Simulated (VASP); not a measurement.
Runs of VASP 6.6.1 on KI. The structure is that of space group Fm-3m (No. 225), or close to it. The cells are those of the table. 

| level | cell | k mesh | smearing | grid for exact exchange (PRECFOCK) | screening parameter | gap on the mesh (eV) | pressure (GPa) |
| --- | --- | --- | --- | --- | --- | --- | --- |
| r2SCAN | a = 4.714 Å, angles 60.0°, 2 atoms | 6 × 6 × 6 | gaussian 0.01 eV | - | - | (a) | (b) |
| r2SCAN | a = 5.018, b = 5.018, c = 5.033 Å, angles 59.9, 59.9, 60.2°, 2 atoms | 6 × 6 × 6 | gaussian 0.01 eV | - | - | 4.57 | -0.1 |
| PBE | a = 5.018, b = 5.018, c = 5.033 Å, angles 59.9, 59.9, 60.2°, 2 atoms | 6 × 6 × 6 | fermi-dirac 0.02 eV | - | - | 3.92 | 0.4 |
| PBE | a = 4.714 Å, angles 60.0°, 2 atoms | 6 × 6 × 6 | fermi-dirac 0.02 eV | - | - | 4.42 | 4.1 |
| HSE06 | a = 4.714 Å, angles 60.0°, 2 atoms | 4 × 4 × 4 | gaussian 0.01 eV | Normal | 0.2079 1/Å | 5.45 | (c) |

Alike in all rows: task single point; potentials or basis VASP PAW PBE potentials, release 64 (K_sv, I); no spin polarisation; cutoff (eV) 520.

Task: Estimate the missing entries.

Result: (a) 5.01; (b) 3.7; (c) 3.9.

Caveats: spin-orbit coupling is left out, which moves the levels of the heavy elements; the PAW data sets were made with another functional, which shifts forces and pressure a little (some runs).

A k mesh can miss the band edges, and the runs leave out spin-orbit coupling on I.
